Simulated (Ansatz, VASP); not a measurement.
## AlN in VASP and in Ansatz

```
Al N
1.0
     4.40252    0.00000    0.00000
     0.00000   -4.40252    0.00000
     0.00000    0.00000   -4.40252
Al N
4 4
Direct
  0.97976 0.91414 0.97976
  0.50000 0.50000 0.00000
  0.50000 0.00000 0.50000
  0.00000 0.50000 0.50000
  0.75000 0.75000 0.75000
  0.25000 0.25000 0.75000
  0.25000 0.75000 0.25000
  0.75000 0.25000 0.25000
```

Alike in both runs: task single point; functional PBE; k mesh 6 × 6 × 6; occupations gaussian, width 0.05 eV; no spin polarisation.

|  | VASP | Ansatz |
| --- | --- | --- |
| version | VASP 6.6.1 | Ansatz 0.2.0 |
| potentials or method | VASP PAW PBE potentials, release 64 (Al, N), cutoff 520 eV | scalar-relativistic, plane waves, PAW |
| valence electrons in the cell | 32 | 32 |

|  | VASP | Ansatz | Ansatz less VASP |
| --- | --- | --- | --- |
| gap on the k mesh at the Fermi level (eV) | 1.89 | 1.89 | +0.007 |
| least direct gap on the mesh (eV) | 1.91 | 1.92 | +0.009 |
| pressure (GPa) | 5.8 | 5.9 | +0.13 |
| traceless stress, the component that is largest in VASP (GPa) | -8.73 | -8.67 | +0.064 |
| rms of the force components (eV/Å) | 2.581 | 2.572 | -0.0087 |

Atom by atom the forces differ by 0.011 eV/Å (rms over components). With one functional, cell and mesh, what is left measures potentials, basis and numerics.
